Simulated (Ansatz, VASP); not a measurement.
**Two plane-wave programs on In3Sb**

File POSCAR:

```
In3Sb
1.0
    4.8369620000      0.0000000000      0.0000000000
    0.0000000000      4.8369620000      0.0000000000
    0.0000000000      0.0000000000      4.8369620000
In Sb
3 1
Direct
    0.5000000000      0.5000000000      0.0000000000
    0.5000000000      0.0000000000      0.5000000000
    0.0000000000      0.5000000000      0.5000000000
    0.0000000000      0.0000000000      0.0000000000
```

INCAR.step1

```
SYSTEM = In3Sb
  PREC = Accurate
  ENCUT = 520
  ISMEAR = 0
  SIGMA = 0.01
  LREAL = .False.
  LASPH = .True.
  NELM = 100
  NBANDS = 30
  GGA = PE
  ALGO = Normal
  EDIFF = 1E-4
  LWAVE = .True.
  LCHARG = .False.
```

The input INCAR.step2:

```
SYSTEM = In3Sb
  PREC = Accurate
  ENCUT = 520
  EDIFF = 1E-6
  ISMEAR = 0
  SIGMA = 0.01
  LREAL = .False.
  LASPH = .True.
  NELM = 100
  ALGO = Normal
  ISIF = 2
  LWAVE = .False.
  LCHARG = .False.
  METAGGA = R2SCAN
  LMIXTAU = .True.
  NBANDS = 30
  ISTART = 1
```

The input KPOINTS:

```
regular mesh
0
Gamma
  5 5 5
  0 0 0
```

Input for Ansatz:

```yaml
crystal:
  lattice:
    - [4.836962, 0.0, 0.0]
    - [0.0, 4.836962, 0.0]
    - [0.0, 0.0, 4.836962]
  atoms:
    - { symbol: In, position: [0.5, 0.5, 0.0] }
    - { symbol: In, position: [0.5, 0.0, 0.5] }
    - { symbol: In, position: [0.0, 0.5, 0.5] }
    - { symbol: Sb, position: [0.0, 0.0, 0.0] }
basis:
  ecutwfc: 500
kpoints:
  mp_grid: { grid: [5, 5, 5] }
hamiltonian:
  xc: r2scan
scf:
  occupations: { method: gaussian, width: 0.01 }
output:
  forces: true
  stress: true
  eigenvalues: true
```

Alike in both runs: task single point; functional r2SCAN; k mesh 5 × 5 × 5; occupations gaussian, width 0.01 eV; no spin polarisation.

|  | VASP | Ansatz |
| --- | --- | --- |
| version | VASP 6.6.1 | Ansatz 0.2.0 |
| potentials or method | VASP PAW PBE potentials, release 64 (In_d, Sb), cutoff 520 eV | scalar-relativistic, plane waves, PAW |
| valence electrons in the cell | 44 | 54 |

```csv
,VASP,Ansatz,Ansatz less VASP
gap on the k mesh at the Fermi level (eV),none,none,-
pressure (GPa),-0.3,-0.3,0.00
```

VASP's potentials were made for PBE, not for r2SCAN. A gap of «none» marks a metal or a gap that the smearing closes. VASP's potentials hold 44 valence electrons a cell and Ansatz's 54, so a difference there can come from the potentials and not from the codes.

Spin-orbit coupling is off throughout.
